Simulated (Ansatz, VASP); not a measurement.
One calculation of SiC, two programs

```
CELL_PARAMETERS angstrom
0.00000 2.17900 2.17900
2.17900 0.00000 2.17900
2.17900 2.17900 0.00000
ATOMIC_POSITIONS crystal
Si 0.00000 0.00000 0.00000
C 0.25000 0.25000 0.25000
```

Alike in both runs: task single point; functional PBE; k mesh 8 × 8 × 8; occupations gaussian, width 0.1 eV; no spin polarisation.

```csv
,VASP,Ansatz
version,VASP 6.6.1,Ansatz 0.2.0
potentials or method,"VASP PAW PBE potentials, release 64 (Si, C), cutoff 600 eV","scalar-relativistic, plane waves, PAW"
valence electrons in the cell,8,8
```

|  | VASP | Ansatz | Ansatz less VASP |
| --- | --- | --- | --- |
| gap on the k mesh at the Fermi level (eV) | 1.36 | 1.36 | +0.002 |
| least direct gap on the mesh (eV) | 4.54 | 4.55 | +0.004 |
| pressure (GPa) | 3.1 | 3.3 | +0.19 |

The functional is the same, so the differences come from potentials, cutoffs and numerics.
